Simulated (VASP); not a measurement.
A run of VASP 6.6.1 is set up as follows.

File INCAR:

```
PREC     = Accurate       # precision mode
ENCUT    = 520            # plane-wave cutoff, eV
EDIFF    = 1E-6           # SCF threshold, eV
ISMEAR   = 0              # smearing method
SIGMA    = 0.15           # smearing width, eV
LREAL    = False          # projectors in reciprocal space
LASPH    = True           # aspherical terms in the spheres
NELM     = 150            # most SCF steps
ALGO     = Normal         # electronic algorithm
ISIF     = 2              # what is computed and relaxed
LWAVE    = False          # write WAVECAR
LCHARG   = False          # write CHGCAR
ISPIN    = 2              # spin polarisation
MAGMOM   = 0.75 0.75 0.75 0 # initial moments
LORBIT   = 11             # projections on sites
NUPDOWN  = 2.25           # fixed moment
LMAXMIX  = 4              # l up to which the mixer works
GGA      = CA             # functional
NBANDS   = 34             # bands
```

Contents of KPOINTS:

```
regular mesh
0
Gamma
  12 12 12
```

POSCAR

```
Ni3Ge
1.0
    3.2654491275      0.0000000000      0.0000000000
    0.0000000000      3.2654491275      0.0000000000
    0.0000000000      0.0000000000      3.2654491275
Ni Ge
3 1
Direct
    0.5000000000      0.0000000000      0.5000000000
    0.0000000000      0.5000000000      0.5000000000
    0.5000000000      0.5000000000      0.0000000000
    0.0000000000      0.0000000000      0.0000000000
```

Potentials or basis: VASP PAW LDA potentials, release 64 (Ni, Ge_d).

Command:

```sh
$ cat potpaw_LDA.64/Ni/POTCAR potpaw_LDA.64/Ge_d/POTCAR > POTCAR
$ mpirun -np 1 vasp_std > vasp.out
```

**Question.** Estimate the pressure.

**Answer.** 85.2 GPa.

Caveat: the cell stands under pressure; the total moment is fixed, so each spin has its own Fermi level and the state may be an excited one.
